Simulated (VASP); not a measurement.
Write the native input for VASP 6.6.1 that does the following.

* Task: single point
* Functional: PBEsol
* Potentials or basis: VASP PAW PBE potentials, release 64 (Ba_sv)
* Cutoff: 520 eV
* k mesh: 16 × 16 × 16
* Occupations: gaussian, width 0.15 eV
* Spin: no spin polarisation
* Dipole correction: no
* Further INCAR settings: ALGO = Fast; EDIFF = 1e-06; NBANDS = 11

The structure of Ba lies in POSCAR:

```
Ba
1.0
   -2.8860391832      2.8860391832      1.8759254691
    2.8860391832     -2.8860391832      1.8759254691
    2.8860391832      2.8860391832     -1.8759254691
Ba
1
Direct
    0.0000000000      0.0000000000      0.0000000000
```

This cell differs from its parent crystal: ratio of the length along z to the lengths across it x 0.65, volume and fractional coordinates fixed.

These files were run (other wordings do the same):

INCAR

```
SYSTEM = Ba
PREC = Accurate ; ENCUT = 520
EDIFF = 1E-6 ; ISMEAR = 0
SIGMA = 0.15 ; LREAL = .False.
LASPH = .True. ; NELM = 80
ALGO = Fast ; ISIF = 2
LWAVE = .False. ; LCHARG = .False.
GGA = PS ; NBANDS = 11
```

KPOINTS

```
Automatic mesh
0
Gamma
  16 16 16
  0 0 0
```

Potentials or basis: VASP PAW PBE potentials, release 64 (Ba_sv).

Run with:

```console
$ cat potpaw_PBE.64/Ba_sv/POTCAR > POTCAR
$ mpirun -np 1 vasp_std > vasp.out
```

It gave:

```
Pressure               : 0.0 GPa
Band gap on the k mesh : zero (band 5 reaches 2.13 eV, above the bottom of band 6 at 1.06 eV)
```

Caveat: the PAW data sets were made with another functional, which shifts forces and pressure a little; spin-orbit coupling is left out, which moves the levels of the heavy elements.

It took 2.8 min on 1 thread of Intel(R) Xeon(R) Platinum 8259CL CPU @ 2.50GHz (Skylake/Cascade Lake) (shared host), peak memory 0.39 GiB.
